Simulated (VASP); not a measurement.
Input of a VASP 6.6.1 run:

Contents of INCAR:

```
SYSTEM = WC
PREC     = Accurate       ! precision mode
ENCUT    = 600            ! plane-wave cutoff, eV
EDIFF    = 1E-7           ! SCF threshold, eV
ISMEAR   = 0              ! smearing method
SIGMA    = 0.1            ! smearing width, eV
LREAL    = .False.        ! projectors in reciprocal space
LASPH    = .True.         ! aspherical terms in the spheres
NELM     = 80             ! most SCF steps
ALGO     = Normal         ! electronic algorithm
ISIF     = 4              ! what is computed and relaxed
LWAVE    = .False.        ! write WAVECAR
LCHARG   = .False.        ! write CHGCAR
GGA      = PE             ! functional
IBRION   = 2              ! ionic algorithm
NSW      = 50             ! ionic steps
EDIFFG   = -0.01          ! ionic threshold
```

The input KPOINTS:

```
Automatic mesh
0
Gamma
  18 18 14
  0 0 0
```

The input POSCAR:

```
WC
1.0
    2.9506083007      0.0000000000      0.0000000000
   -1.4753041504      2.5553017450      0.0000000000
    0.0000000000      0.0000000000      2.8752430702
W C
1 1
Direct
    0.0000000000      0.0000000000      0.0000000000
    0.6666666667      0.3333333333      0.5000000000
```

Potentials or basis: VASP PAW PBE potentials, release 64 (W_sv, C).

Command:

```console
$ cat potpaw_PBE.64/W_sv/POTCAR potpaw_PBE.64/C/POTCAR > POTCAR
$ mpirun -np 1 vasp_std > vasp.out
```

(1) Predict the band gap on the k mesh.

Results:

(1) zero (band 9 reaches 11.10 eV, above the bottom of band 10 at 9.93 eV).

Caveat: spin-orbit coupling is left out, which moves the levels of the heavy elements.
